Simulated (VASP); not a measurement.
# SiC (F-43m) in VASP: a series of runs, part 2 of 2

VASP 6.6.1.

### 3 Relaxation of cell and atoms, LDA

This run uses another cell than the first one, of 10.32 Å³/atom.

Input file INCAR:

```
ALGO     = Normal         # electronic algorithm
EDIFF    = 1E-7           # SCF threshold, eV
EDIFFG   = -0.002         # ionic threshold
ENCUT    = 600            # plane-wave cutoff, eV
GGA      = CA             # functional
GGA_COMPAT= F            
IBRION   = 2              # ionic algorithm
ISIF     = 3              # what is computed and relaxed
ISMEAR   = 0              # smearing method
LASPH    = T              # aspherical terms in the spheres
LCHARG   = F              # write CHGCAR
LREAL    = F              # projectors in reciprocal space
LWAVE    = F              # write WAVECAR
NELM     = 120            # most SCF steps
NELMIN   = 4            
NSW      = 100            # ionic steps
PREC     = Accurate       # precision mode
SIGMA    = 0.02           # smearing width, eV
```

Input file KPOINTS:

```
k-points
0
Gamma
  10 10 10
```

Input file POSCAR:

```
SiC
1.0
    0.0000000000      2.1769966200      2.1769966200
    2.1769966200      0.0000000000      2.1769966200
    2.1769966200      2.1769966200      0.0000000000
Si C
1 1
Direct
    0.0000000000      0.0000000000      0.0000000000
    0.2500000000      0.2500000000      0.2500000000
```

Potentials or basis: VASP PAW LDA potentials, release 64 (Si, C).

The run is started by

```
$ cat potpaw_LDA.64/Si/POTCAR potpaw_LDA.64/C/POTCAR > POTCAR
$ mpirun -np 1 vasp_std > vasp.out
```

OUTCAR:

```text
EDIFF = 1E-7
   EDIFFG = -0.002
   ENCUT = 600
   GGA = CA
   IBRION = 2
   ISIF = 3
   ISMEAR = 0
   LASPH = T
   LREAL = F
   NELM = 120
   NELMIN = 4
   NSW = 100
   PREC = Accurate

 ion  position               nearest neighbor table
   1  0.000  0.000  0.000-   2 1.89   2 1.89   2 1.89   2 1.89
   2  0.250  0.250  0.250-   1 1.89   1 1.89   1 1.89   1 1.89

  LATTYP: Found a face centered cubic cell.
 ALAT       =     4.3539932400

  Lattice vectors:

 A1 = (   0.0000000000,   2.1769966200,   2.1769966200)
 A2 = (   2.1769966200,   0.0000000000,   2.1769966200)
 A3 = (   2.1769966200,   2.1769966200,   0.0000000000)

Analysis of symmetry for initial positions (statically):
=====================================================================
 Subroutine PRICEL returns:
 Original cell was already a primitive cell.

 Routine SETGRP: Setting up the symmetry group for a
 face centered cubic supercell.

 Subroutine GETGRP returns: Found 24 space group operations
 (whereof 24 operations were pure point group operations)
 out of a pool of 48 trial point group operations.

The static configuration has the point symmetry T_d .

Analysis of symmetry for dynamics (positions and initial velocities):
=====================================================================
 Subroutine PRICEL returns:
 Original cell was already a primitive cell.

 Routine SETGRP: Setting up the symmetry group for a
 face centered cubic supercell.

 Subroutine GETGRP returns: Found 24 space group operations
 (whereof 24 operations were pure point group operations)
 out of a pool of 48 trial point group operations.

The dynamic configuration has the point symmetry T_d .

 Subroutine INISYM returns: Found 24 space group operations
 (whereof 24 operations are pure point group operations),
 and found     1 'primitive' translations

----------------------------------------------------------------------------------------

                                     Primitive cell

  volume of cell :      20.6349

  direct lattice vectors                    reciprocal lattice vectors
     0.000000000  2.176996620  2.176996620    -0.229674220  0.229674220  0.229674220
     2.176996620  0.000000000  2.176996620     0.229674220 -0.229674220  0.229674220
     2.176996620  2.176996620  0.000000000     0.229674220  0.229674220 -0.229674220

  length of vectors
     3.078738145  3.078738145  3.078738145     0.397807418  0.397807418  0.397807418

  position of ions in fractional coordinates (direct lattice)
     0.000000000  0.000000000  0.000000000
     0.250000000  0.250000000  0.250000000

  ion indices of the primitive-cell ions
   primitive index   ion index
                 1           1
                 2           2

----------------------------------------------------------------------------------------

 KPOINTS: k-points

Automatic generation of k-mesh.
 Grid dimensions read from file:
 generate k-points for:   10   10   10

 Generating k-lattice:

  Cartesian coordinates                     Fractional coordinates (reciprocal lattice)
    -0.022967422  0.022967422  0.022967422     0.100000000  0.000000000  0.000000000
     0.022967422 -0.022967422  0.022967422     0.000000000  0.100000000  0.000000000
[... 41 lines left out ...]
   number of dos      NEDOS =    301   number of ions     NIONS =      2
   total plane-waves  NPLWV =  21952
   dimension x,y,z NGX =    28 NGY =   28 NGZ =   28
   dimension x,y,z NGXF=    56 NGYF=   56 NGZF=   56
   ions per type =               1   1
   NGX,Y,Z   is equivalent  to a cutoff of  15.12, 15.12, 15.12 a.u.
   NGXF,Y,Z  is equivalent  to a cutoff of  30.24, 30.24, 30.24 a.u.
 SYSTEM =  unknown system
   PREC   = accura    normal or accurate (medium, high low for compatibility)
   ISTART =      0    job   : 0-new  1-cont  2-samecut
   ICHARG =      2    charge: 1-file 2-atom 10-const
   ISPIN  =      1    spin polarized calculation?
   LNONCOLLINEAR =      F non collinear calculations
   LSORBIT =      F    spin-orbit coupling
   LASPH  =      T    aspherical Exc in radial PAW
   ENCUT  =  600.0 eV  44.10 Ry    6.64 a.u.   6.15  6.15  6.15*2*pi/ulx,y,z
   NELM   =    120;   NELMIN=  4; NELMDL= -5     # of ELM steps
   EDIFF  = 0.1E-06   stopping-criterion for ELM
   LREAL  =      F    real-space projection
   EDIFFG = -.2E-02   stopping-criterion for IOM
   NSW    =    100    number of steps for IOM
   IBRION =      2    ionic relax: 0-MD 1-quasi-New 2-CG
   NFREE  =      1    steps in history (QN), initial steepest desc. (CG)
   ISIF   =      3    stress and relaxation
   ISYM   =      2    0-nonsym 1-usesym 2-fastsym
   POTIM  = 0.5000    time-step for ionic-motion
   TEBEG  =    0.0;   TEEND  =   0.0 temperature during run
   PSTRESS=    0.0 pullay stress
   NELECT =       8.0000    total number of electrons
   NUPDOWN=      -1.0000    fix difference up-down
   EMIN   =  10.00;   EMAX   =-10.00  energy-range for DOS
   EFERMI =   0.00;   METHOD = LEGACY
   ISMEAR =     0;   SIGMA  =   0.02  broadening in eV -4-tet -1-fermi 0-gaus
   EFERMI_NEDOS =   21; number of points for ismear=-14 and -15
   IALGO  =     38    algorithm
   IMIX   =      4    mixing-type and parameters
     AMIX     =   0.40;   BMIX     =  1.00
     AMIX_MAG =   1.60;   BMIX_MAG =  1.00
  volume/ion in A,a.u.               =      10.32        69.63
  Fermi-wavevector in a.u.,A,eV,Ry     =   1.193723  2.255810 19.387972  1.424976
  Thomas-Fermi vector in A             =   2.329731
   LORBIT       =      0    0 simple, 1 ext, 2 COOP (PROOUT), +10 PAW based schemes
   GGA     = CA    functional components
   LHFCALC =     F    Hartree Fock is set to
   AEXX    =    0.0000 exact exchange contribution
   IVDW    =     0    specifies the selected vdW correction
   LEPSILON=     F    determine dielectric tensor
   LRPA    =     F    only Hartree local field effects (RPA)
 conjugate gradient relaxation of ions
 non-spin polarized calculation
 Gauss-broadening in eV      SIGMA  =   0.02
  energy-cutoff  :      600.00
  volume of cell :       20.63
 maximum number of plane-waves:       701
 NGX is ok and might be reduce to    28
   NGX = 13   NGY = 13   NGZ = 13

--------------------------------------- Ionic step        1  -------------------------------------------

 number of electron       8.0000000 magnetization

 Free energy of the ion-electron system (eV)
  ---------------------------------------------------
  ext. energy  EPLUGINS =         0.00000000
  ---------------------------------------------------
  free energy    TOTEN  =       -16.64130011 eV

  energy without entropy =      -16.64130011  energy(sigma->0) =      -16.64130011

------------------------ aborting loop because EDIFF is reached ----------------------------------------

  FORCE on cell =-STRESS in cart. coord.  units (eV):
  Direction    XX          YY          ZZ          XY          YZ          ZX
  --------------------------------------------------------------------------------------
  -------------------------------------------------------------------------------------
  Total       -0.4632197     -0.4632197     -0.4632197     -0.0000000      0.0000000      0.0000000
  in kB      -35.9661825    -35.9661825    -35.9661825     -0.0000000      0.0000000      0.0000000
  external PRESSURE =     -35.9661825 kB  Pullay stress =       0.0000000 kB
[... 59 lines left out ...]
--------------------------------------- Ionic step        3  -------------------------------------------

 number of electron       8.0000000 magnetization

 Free energy of the ion-electron system (eV)
  ---------------------------------------------------
  ext. energy  EPLUGINS =         0.00000000
  ---------------------------------------------------
  free energy    TOTEN  =       -16.64508309 eV

  energy without entropy =      -16.64508309  energy(sigma->0) =      -16.64508309

 E-fermi :   8.4413     XC(G=0): -11.6373

 val. band max:        8.2776829214   @ k =   0.0000   0.0000   0.0000
 cond. band min:       9.5667567910   @ k =   0.5000   0.5000   0.0000
 fundamental gap:      1.2890738695
 Fermi energy:         8.4413460755

 k-point     1 :       0.0000    0.0000    0.0000
  band No.  band energies     occupation
      1      -7.1865      2.00000
      2       8.2777      2.00000
      3       8.2777      2.00000
      4       8.2777      2.00000
      5      14.7930      0.00000
      6      15.6018      0.00000
      7      15.6018      0.00000
      8      15.6018      0.00000
[... 243 lines left out ...]
 k-point    24 :       0.4000    0.3000    0.0000
  band No.  band energies     occupation
      1      -3.9738      2.00000
      2       2.7223      2.00000
      3       5.0745      2.00000
      4       5.6158      2.00000
      5      11.0961      0.00000
      6      13.8590      0.00000
      7      19.9649      0.00000
      8      20.2352      0.00000

 [... further k-points ...]
[... 5 lines left out ...]
  --------------------------------------------------------------------------------------
  -------------------------------------------------------------------------------------
  Total       -0.0015258     -0.0015258     -0.0015258      0.0000000     -0.0000000     -0.0000000
  in kB       -0.1204046     -0.1204046     -0.1204046      0.0000000     -0.0000000     -0.0000000
  external PRESSURE =      -0.1204046 kB  Pullay stress =       0.0000000 kB
[... 17 lines left out ...]
  FREE ENERGIE OF THE ION-ELECTRON SYSTEM (eV)
  ---------------------------------------------------
  free  energy   TOTEN  =       -16.6450830944 eV

  energy  without entropy=      -16.6450830944  energy(sigma->0) =      -16.64508309

 reached required accuracy - stopping structural energy minimisation
```

Run time: 21 s. Hardware: 1 thread of Intel Xeon Platinum 8488C (Sapphire Rapids), shared host; peak memory 0.14 GiB.

What came out:

```
Free energy                           : -16.6451 eV
Relaxed volume                        : 10.15 Å³/atom
Relaxed cell                          : a = 3.062 Å, b = 3.062 Å, c = 3.062 Å, α = 60.00°, β = 60.00°, γ = 60.00°
Space group after relaxing (to 0.1 Å) : F-43m (No. 216)
Energy gained by relaxing             : 1.9 meV/atom
Ionic steps                           : 3
Pressure after relaxing               : 0.0 GPa
Band gap on the k mesh                : 1.29 eV (least direct gap 4.52 eV)
```

Step by step:
| step | energy change (eV) | largest force (eV/Å) | pressure (GPa) | volume (Å³) |
| --- | --- | --- | --- | --- |
| 1 | 0.0000 | 0.0000 | -3.60 | 20.63 |
| 2 | 0.0007 | 0.0000 | 4.13 | 19.95 |
| 3 | -0.0038 | 0.0000 | -0.01 | 20.30 |

Final structure:
```yaml
crystal:
  lattice:
    - [0.00000, 2.16528, 2.16528]
    - [2.16528, 0.00000, 2.16528]
    - [2.16528, 2.16528, 0.00000]
  atoms:
    - { symbol: Si, position: [0.00000, 0.00000, 0.00000] }
    - { symbol: C, position: [0.25000, 0.25000, 0.25000] }
```

A k mesh can miss the band edges.
